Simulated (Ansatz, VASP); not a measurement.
# Two plane-wave programs on B

The input INCAR:

```
PREC = Accurate
ENCUT = 500
EDIFF = 1E-6
ISMEAR = 0
SIGMA = 0.1
LREAL = False
LASPH = True
NELM = 120
ALGO = Normal
ISIF = 2
LWAVE = False
LCHARG = False
GGA = PS
NBANDS = 8
GGA_COMPAT = False
```

Contents of KPOINTS:

```
regular mesh
0
Gamma
  8 8 8
```

Contents of POSCAR:

```
B
1.0
    0.0000000000      1.7927293529      1.7927293529
    1.7927293529      0.0000000000      1.7927293529
    1.7927293529      1.7927293529      0.0000000000
B
1
Direct
    0.0000000000      0.0000000000      0.0000000000
```

Input for Ansatz:

```yaml
crystal:
  lattice:
    - [0.0, 1.7927293529, 1.7927293529]
    - [1.7927293529, 0.0, 1.7927293529]
    - [1.7927293529, 1.7927293529, 0.0]
  atoms:
    - { symbol: B, position: [0.0, 0.0, 0.0] }
basis:
  ecutwfc: 420
kpoints:
  mp_grid: { grid: [8, 8, 8] }
hamiltonian:
  xc: pbesol
scf:
  occupations: { method: gaussian, width: 0.1 }
output:
  forces: true
  stress: true
  eigenvalues: true
```

Alike in both runs: task single point; functional PBEsol; k mesh 8 × 8 × 8; occupations gaussian, width 0.1 eV; no spin polarisation.

|  | VASP | Ansatz |
| --- | --- | --- |
| version | VASP 6.6.1 | Ansatz 0.2.0 |
| potentials or method | VASP PAW PBE potentials, release 64 (B), cutoff 500 eV | scalar-relativistic, plane waves, PAW |
| valence electrons in the cell | 3 | 3 |

|  | VASP | Ansatz | Ansatz less VASP |
| --- | --- | --- | --- |
| gap on the k mesh at the Fermi level (eV) | none | none | - |
| pressure (GPa) | -43.3 | -43.3 | +0.01 |

VASP's potentials were made for PBE, not for PBEsol. A gap of «none» marks a metal or a gap that the smearing closes. Both programs put the cell under strong tension, so it lies far from rest at this level.

The k mesh is coarse, so the values compare programs but aren't converged. Noted on VASP's run: the cell as given lies far from equilibrium.
